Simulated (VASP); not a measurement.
# La (Fm-3m) in VASP: further runs

Runs on La. Level: LDA. Tasks: single point, relaxation of cell and atoms.

All numbers are computed with VASP 6.6.1; they aren't measurements. Logs are shortened: lines on timing, memory, paths and dates and some standing lists are left out, and cuts for length are marked.

**1. The cell of the first run**

It takes space group Fm-3m (No. 225, cubic). The conventional cell has a = 5.170 Å, b = 5.170 Å, c = 5.170 Å, α = 90.00°, β = 90.00°, γ = 90.00°. La (site symmetry m-3m) has 12 La at 3.66 Å within 4.8 Å.

**2. Single point, LDA (volume scaled by 1.08)**

The input, INCAR:

```
SYSTEM = La
ALGO = Normal
EDIFF = 1E-7
ENCUT = 520
ISIF = 2
ISMEAR = -1
LASPH = .True.
LCHARG = .True.
LELF = .True.
LREAL = .False.
LVHAR = .True.
LWAVE = .False.
NBANDS = 12
NELM = 80
PREC = Accurate
SIGMA = 0.1
```

The input, KPOINTS:

```
k-points
0
Gamma
  12 12 12
  0 0 0
```

The input, POSCAR:

```
La
1.0
    0.0000000000      2.5848554207      2.5848554207
    2.5848554207      0.0000000000      2.5848554207
    2.5848554207      2.5848554207      0.0000000000
La
1
Direct
    0.0000000000      0.0000000000      0.0000000000
```

Potentials or basis: VASP PAW LDA potentials, release 64 (La).

The run is started by

```sh
$ cat potpaw_LDA.64/La/POTCAR > POTCAR
$ mpirun -np 1 vasp_std > vasp.out
```

OUTCAR:

```text
SYSTEM = La
   EDIFF = 1E-7
   ENCUT = 520
   ISIF = 2
   ISMEAR = -1
   LASPH = .True.
   LREAL = .False.
   NELM = 80
   PREC = Accurate

 ion  position               nearest neighbor table
   1  0.000  0.000  0.000-

  LATTYP: Found a face centered cubic cell.
 ALAT       =     5.1697108414

  Lattice vectors:

 A1 = (   0.0000000000,   2.5848554207,   2.5848554207)
 A2 = (   2.5848554207,   0.0000000000,   2.5848554207)
 A3 = (   2.5848554207,   2.5848554207,   0.0000000000)

Analysis of symmetry for initial positions (statically):
=====================================================================
 Subroutine PRICEL returns:
 Original cell was already a primitive cell.

 Routine SETGRP: Setting up the symmetry group for a
 face centered cubic supercell.

 Subroutine GETGRP returns: Found 48 space group operations
 (whereof 48 operations were pure point group operations)
 out of a pool of 48 trial point group operations.

The static configuration has the point symmetry O_h .

Analysis of symmetry for dynamics (positions and initial velocities):
=====================================================================
 Subroutine PRICEL returns:
 Original cell was already a primitive cell.

 Routine SETGRP: Setting up the symmetry group for a
 face centered cubic supercell.

 Subroutine GETGRP returns: Found 48 space group operations
 (whereof 48 operations were pure point group operations)
 out of a pool of 48 trial point group operations.

The dynamic configuration has the point symmetry O_h .

 Subroutine INISYM returns: Found 48 space group operations
 (whereof 48 operations are pure point group operations),
 and found     1 'primitive' translations

----------------------------------------------------------------------------------------

                                     Primitive cell

  volume of cell :      34.5413

  direct lattice vectors                    reciprocal lattice vectors
     0.000000000  2.584855421  2.584855421    -0.193434416  0.193434416  0.193434416
     2.584855421  0.000000000  2.584855421     0.193434416 -0.193434416  0.193434416
     2.584855421  2.584855421  0.000000000     0.193434416  0.193434416 -0.193434416

  length of vectors
     3.655537593  3.655537593  3.655537593     0.335038237  0.335038237  0.335038237

  position of ions in fractional coordinates (direct lattice)
     0.000000000  0.000000000  0.000000000

  ion indices of the primitive-cell ions
   primitive index   ion index
                 1           1

----------------------------------------------------------------------------------------

 KPOINTS: k-points

Automatic generation of k-mesh.
 Grid dimensions read from file:
 generate k-points for:   12   12   12

 Generating k-lattice:

  Cartesian coordinates                     Fractional coordinates (reciprocal lattice)
    -0.016119535  0.016119535  0.016119535     0.083333333  0.000000000  0.000000000
     0.016119535 -0.016119535  0.016119535     0.000000000  0.083333333  0.000000000
     0.016119535  0.016119535 -0.016119535     0.000000000  0.000000000  0.083333333

  Length of vectors
     0.027919853  0.027919853  0.027919853

  Shift w.r.t. Gamma in fractional coordinates (k-lattice)
     0.000000000  0.000000000  0.000000000

 Subroutine IBZKPT returns following result:
 ===========================================

 Found     72 irreducible k-points:

 Following reciprocal coordinates:
            Coordinates               Weight
  0.000000  0.000000  0.000000      1.000000
  0.083333  0.000000  0.000000      8.000000
  0.166667  0.000000  0.000000      8.000000
  0.250000  0.000000  0.000000      8.000000
  0.333333  0.000000  0.000000      8.000000
  0.416667  0.000000  0.000000      8.000000
[... 16 lines left out ...]
  0.500000  0.166667  0.000000     24.000000
 -0.416667  0.166667  0.000000     24.000000
 [... further k-points ...]
   k-points           NKPTS =     72   k-points in BZ     NKDIM =     72   number of bands    NBANDS=     12
   number of dos      NEDOS =    301   number of ions     NIONS =      1
   total plane-waves  NPLWV =  21952
   dimension x,y,z NGX =    28 NGY =   28 NGZ =   28
   dimension x,y,z NGXF=    56 NGYF=   56 NGZF=   56
   ions per type =               1
   NGX,Y,Z   is equivalent  to a cutoff of  12.73, 12.73, 12.73 a.u.
   NGXF,Y,Z  is equivalent  to a cutoff of  25.47, 25.47, 25.47 a.u.
 SYSTEM =  La
   PREC   = accura    normal or accurate (medium, high low for compatibility)
   ISTART =      0    job   : 0-new  1-cont  2-samecut
   ICHARG =      2    charge: 1-file 2-atom 10-const
   ISPIN  =      1    spin polarized calculation?
   LNONCOLLINEAR =      F non collinear calculations
   LSORBIT =      F    spin-orbit coupling
   LASPH  =      T    aspherical Exc in radial PAW
   ENCUT  =  520.0 eV  38.22 Ry    6.18 a.u.   6.80  6.80  6.80*2*pi/ulx,y,z
   NELM   =     80;   NELMIN=  2; NELMDL= -5     # of ELM steps
   EDIFF  = 0.1E-06   stopping-criterion for ELM
   LREAL  =      F    real-space projection
   EDIFFG = 0.1E-05   stopping-criterion for IOM
   NSW    =      0    number of steps for IOM
   IBRION =     -1    ionic relax: 0-MD 1-quasi-New 2-CG
   NFREE  =      0    steps in history (QN), initial steepest desc. (CG)
   ISIF   =      2    stress and relaxation
   ISYM   =      2    0-nonsym 1-usesym 2-fastsym
   POTIM  = 0.5000    time-step for ionic-motion
   TEBEG  =    0.0;   TEEND  =   0.0 temperature during run
   PSTRESS=    0.0 pullay stress
   NELECT =      11.0000    total number of electrons
   NUPDOWN=      -1.0000    fix difference up-down
   EMIN   =  10.00;   EMAX   =-10.00  energy-range for DOS
   EFERMI =   0.00;   METHOD = LEGACY
   ISMEAR =    -1;   SIGMA  =   0.10  broadening in eV -4-tet -1-fermi 0-gaus
   EFERMI_NEDOS =   21; number of points for ismear=-14 and -15
   IALGO  =     38    algorithm
   IMIX   =      4    mixing-type and parameters
     AMIX     =   0.40;   BMIX     =  1.00
     AMIX_MAG =   1.60;   BMIX_MAG =  1.00
  volume/ion in A,a.u.               =      34.54       233.10
  Fermi-wavevector in a.u.,A,eV,Ry     =   1.117960  2.112637 17.005022  1.249834
  Thomas-Fermi vector in A             =   2.254587
   LORBIT       =      0    0 simple, 1 ext, 2 COOP (PROOUT), +10 PAW based schemes
   GGA     = CA    functional components
   LHFCALC =     F    Hartree Fock is set to
   AEXX    =    0.0000 exact exchange contribution
   IVDW    =     0    specifies the selected vdW correction
   LEPSILON=     F    determine dielectric tensor
   LRPA    =     F    only Hartree local field effects (RPA)
 non-spin polarized calculation
  energy-cutoff  :      520.00
  volume of cell :       34.54
 maximum number of plane-waves:       950
   NGX = 13   NGY = 13   NGZ = 13

 number of electron      11.0000000 magnetization

 Free energy of the ion-electron system (eV)
  ---------------------------------------------------
  ext. energy  EPLUGINS =         0.00000000
  ---------------------------------------------------
  free energy    TOTEN  =        -5.59895989 eV

  energy without entropy =       -5.54286843  energy(sigma->0) =       -5.57091416

 E-fermi :   8.3625     XC(G=0): -10.0598

 val. band max:        8.3556322346   @ k =  -0.3333   0.4167   0.1667
 cond. band min:       8.4082289149   @ k =  -0.2500   0.2500   0.0833
 fundamental gap:      0.0525966804
 Fermi energy:         8.3624994114

 k-point     1 :       0.0000    0.0000    0.0000
  band No.  band energies     occupation
      1     -24.2830      2.00000
      2      -7.1036      2.00000
      3      -7.1036      2.00000
      4      -7.1036      2.00000
      5       5.2374      2.00000
      6       9.5841      0.00001
      7       9.9090      0.00000
      8       9.9090      0.00000
      9       9.9090      0.00000
     10      10.1308      0.00000
     11      10.1308      0.00000
     12      10.1308      0.00000

 k-point     2 :       0.0833    0.0000    0.0000
  band No.  band energies     occupation
      1     -24.2660      2.00000
      2      -7.2379      2.00000
      3      -7.1189      2.00000
      4      -7.1189      2.00000
      5       5.4683      2.00000
      6       9.2354      0.00032
      7       9.9214      0.00000
      8       9.9214      0.00000
      9      10.0618      0.00000
     10      10.1369      0.00000
     11      10.1369      0.00000
     12      10.2430      0.00000

 k-point     3 :       0.1667    0.0000    0.0000
  band No.  band energies     occupation
      1     -24.2190      2.00000
      2      -7.5876      2.00000
      3      -7.1603      2.00000
      4      -7.1603      2.00000
      5       6.0424      2.00000
      6       8.8766      0.01164
      7       9.9271      0.00000
      8       9.9271      0.00000
      9       9.9911      0.00000
     10      10.1496      0.00000
     11      10.1496      0.00000
     12      10.5364      0.00000
[... 286 lines left out ...]
 k-point    23 :       0.5000    0.1667    0.0000
  band No.  band energies     occupation
      1     -23.9973      2.00000
      2      -8.6691      2.00000
      3      -7.6066      2.00000
      4      -7.4275      2.00000
      5       7.2074      1.99998
      6       8.5153      0.35647
      7       9.7164      0.00000
      8       9.9918      0.00000
      9      10.1975      0.00000
     10      10.2429      0.00000
     11      10.4452      0.00000
     12      10.6351      0.00000

 k-point    24 :      -0.4167    0.1667    0.0000
  band No.  band energies     occupation
      1     -23.9927      2.00000
      2      -8.6846      2.00000
      3      -7.6660      2.00000
      4      -7.3896      2.00000
      5       7.2888      1.99996
      6       8.5056      0.38579
      7       9.9303      0.00000
      8      10.0453      0.00000
      9      10.1118      0.00000
     10      10.1607      0.00000
     11      10.4752      0.00000
     12      10.6638      0.00000

 [... further k-points ...]

------------------------ aborting loop because EDIFF is reached ----------------------------------------

  FORCE on cell =-STRESS in cart. coord.  units (eV):
  Direction    XX          YY          ZZ          XY          YZ          ZX
  --------------------------------------------------------------------------------------
  -------------------------------------------------------------------------------------
  Total       -0.4472073     -0.4472073     -0.4472073      0.0000000     -0.0000000     -0.0000000
  in kB      -20.7434369    -20.7434369    -20.7434369      0.0000000     -0.0000000     -0.0000000
  external PRESSURE =     -20.7434369 kB  Pullay stress =       0.0000000 kB

 VOLUME and BASIS-vectors are now :
 -----------------------------------------------------------------------------
  energy-cutoff  :      520.00
  volume of cell :       34.54
      direct lattice vectors                 reciprocal lattice vectors
     0.000000000  2.584855421  2.584855421    -0.193434416  0.193434416  0.193434416
     2.584855421  0.000000000  2.584855421     0.193434416 -0.193434416  0.193434416
     2.584855421  2.584855421  0.000000000     0.193434416  0.193434416 -0.193434416

 POSITION                                       TOTAL-FORCE (eV/Angst)
 -----------------------------------------------------------------------------------
      0.00000      0.00000      0.00000        -0.000000     -0.000000     -0.000000
 -----------------------------------------------------------------------------------
    total drift:                                0.000000      0.000000      0.000000

  FREE ENERGIE OF THE ION-ELECTRON SYSTEM (eV)
  ---------------------------------------------------
  free  energy   TOTEN  =        -5.5989598874 eV

  energy  without entropy=       -5.5428684278  energy(sigma->0) =       -5.57091416
```

Wall time 37 s (1 thread of Intel Xeon Platinum 8175M at 2.50GHz (Skylake/Cascade Lake), shared host); peak memory 0.17 GiB.

Results:

```
Free energy : -5.5990 eV
Pressure    : -2.1 GPa
```

Caveat: spin-orbit coupling is left out, which moves the levels of the heavy elements.

(Continued in part 2 of 2.)
